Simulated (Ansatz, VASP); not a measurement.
# MgH2: VASP beside Ansatz

```
Mg H
1.0
     4.95456    0.00000    0.00000
    -2.47728    4.29077    0.00000
     0.00000    0.00000    3.54019
Mg H
2 4
Direct
  0.33333 0.66667 0.50000
  0.66667 0.33333 0.50000
  0.33333 0.66667 0.00000
  0.66667 0.33333 0.00000
  0.00000 0.00000 0.50000
  0.00000 0.00000 0.00000
```

Alike in both runs: functional PBE; k mesh 4 × 4 × 2; occupations gaussian, width 0.15 eV; no spin polarisation.

Ansatz relaxed the structure, and its values are those at the end. VASP's run is a single point on that final structure, the one shown.

```csv
,VASP,Ansatz
version,VASP 6.6.1,Ansatz 0.2.0
potentials or method,"VASP PAW PBE potentials, release 64 (Mg, H), cutoff 600 eV","scalar-relativistic, plane waves, PAW"
valence electrons in the cell,8,24
```

|  | VASP | Ansatz | Ansatz less VASP |
| --- | --- | --- | --- |
| gap on the k mesh at the Fermi level (eV) | none | none | - |
| pressure (GPa) | 0.4 | 0.4 | +0.05 |

A gap of «none» marks a metal or a gap that the smearing closes. The functional is the same, so the differences come from potentials, cutoffs and numerics. VASP's potentials hold 8 valence electrons a cell and Ansatz's 24, so a difference there can come from the potentials and not from the codes.

The k mesh is coarse, so the values compare programs but aren't converged.
